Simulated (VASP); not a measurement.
Wanted: the native input for a VASP 6.6.1 run.

| Quantity | Value |
| --- | --- |
| Task | single point |
| Functional | PBE |
| Potentials or basis | VASP PAW PBE potentials, release 64 (Sn_d, Te, O) |
| Cutoff | 600 eV |
| k mesh | 3 × 3 × 3 |
| Occupations | gaussian, width 0.1 eV |
| Spin | no spin polarisation |
| Dipole correction | no |
| Further INCAR settings | ALGO = Normal; EDIFF = 1e-06; NBANDS = 35 |

The structure of Sn2Te3O lies in POSCAR:

```
Sn2Te3O
1.0
    3.0171857000      1.7419729800      5.7061256300
   -3.0171857000      1.7419729800      5.7061256300
    0.0000000000     -3.4839459500      5.7061256300
Sn Te O
2 3 1
Direct
    0.1027528700      0.1027528700      0.1027528700
    0.8972471300      0.8972471300      0.8972471300
    0.5000000000      0.5000000000      0.0000000000
    0.0000000000      0.5000000000      0.5000000000
    0.5000000000      0.0000000000      0.5000000000
    0.0000000000      0.0000000000      0.0000000000
```

The cell was generated, and may not be a known phase.

The input as run:

INCAR

```
PREC     = Accurate       # precision mode
ENCUT    = 600            # plane-wave cutoff, eV
EDIFF    = 1E-6           # SCF threshold, eV
ISMEAR   = 0              # smearing method
SIGMA    = 0.1            # smearing width, eV
LREAL    = False          # projectors in reciprocal space
LASPH    = True           # aspherical terms in the spheres
NELM     = 120            # most SCF steps
ALGO     = Normal         # electronic algorithm
ISIF     = 2              # what is computed and relaxed
LWAVE    = False          # write WAVECAR
LCHARG   = False          # write CHGCAR
GGA      = PE             # functional
NBANDS   = 35             # bands
GGA_COMPAT= False
```

KPOINTS

```
Automatic mesh
0
Gamma
  3 3 3
```

Potentials or basis: VASP PAW PBE potentials, release 64 (Sn_d, Te, O).

Command:

```bash
$ cat potpaw_PBE.64/Sn_d/POTCAR potpaw_PBE.64/Te/POTCAR potpaw_PBE.64/O/POTCAR > POTCAR
$ mpirun -np 1 vasp_std > vasp.out
```

Results of the run:

- Pressure: 13.1 GPa
- Largest force: 7.215 eV/Å
- Band gap on the k mesh: zero (bands 26 and 27 overlap by 0.82 eV)

Caveat: the k points lie up to 0.42 Å⁻¹ apart, too coarse for converged energies and pressures of a metal; spin-orbit coupling is left out, which moves the levels of the heavy elements; forces of over 1 eV/Å act on the atoms, so gaps and moduli don't describe the material at rest.

Wall time 60 s on 1 thread of AMD EPYC 9R45 96-Core Processor (Zen 5) (shared host), peak memory 0.37 GiB.
